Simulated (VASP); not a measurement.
Write the native input for VASP 6.6.1 that does the following.

| Item | Value |
| --- | --- |
| Task | single point |
| Functional | PBEsol |
| Potentials or basis | VASP PAW PBE potentials, release 64 (Al) |
| Cutoff | 520 eV |
| k mesh | 22 × 22 × 7 |
| Occupations | gaussian, width 0.15 eV |
| Spin | no spin polarisation |
| Dipole correction | no |
| Further INCAR settings | ALGO = Fast; EDIFF = 1e-07; NBANDS = 14 |

The structure of Al lies in POSCAR:

```
Al
1.0
   -1.6064390039      1.6064390039     -1.6064390039
   -1.6064390039     -1.6064390039      1.6064390039
    0.0000000000      9.6077365308      9.6077365308
Al
4
Direct
    0.0000000000      0.0000000000      0.5852092733
    0.5000000000      0.5000000000      0.0836013248
    0.0000000000      0.0000000000      0.2508039743
    0.5000000000      0.5000000000      0.4180066238
```

These files were run (other wordings do the same):

INCAR

```
SYSTEM = Al
  PREC = Accurate
  ENCUT = 520
  EDIFF = 1E-7
  ISMEAR = 0
  SIGMA = 0.15
  LREAL = .FALSE.
  LASPH = .TRUE.
  NELM = 80
  ALGO = Fast
  ISIF = 2
  LWAVE = .FALSE.
  LCHARG = .FALSE.
  GGA = PS
  NBANDS = 14
```

KPOINTS

```
regular mesh
0
G
  22 22 7
  0 0 0
```

Potentials or basis: VASP PAW PBE potentials, release 64 (Al).

Launch:

```bash
$ cat potpaw_PBE.64/Al/POTCAR > POTCAR
$ mpirun -np 1 vasp_std > vasp.out
```

Results of the run:

```json
{"Pressure": "-1.2 GPa", "Largest force": "0.119 eV/Å", "Band gap on the k mesh": "zero (band 6 reaches 6.22 eV, above the bottom of band 7 at 2.73 eV)"}
```

Caveat: the PAW data sets were made with another functional, which shifts forces and pressure a little.

It took 5.4 min on 1 thread of Intel(R) Xeon(R) 6975P-C (Granite Rapids), with other jobs on the host, peak memory 0.65 GiB.
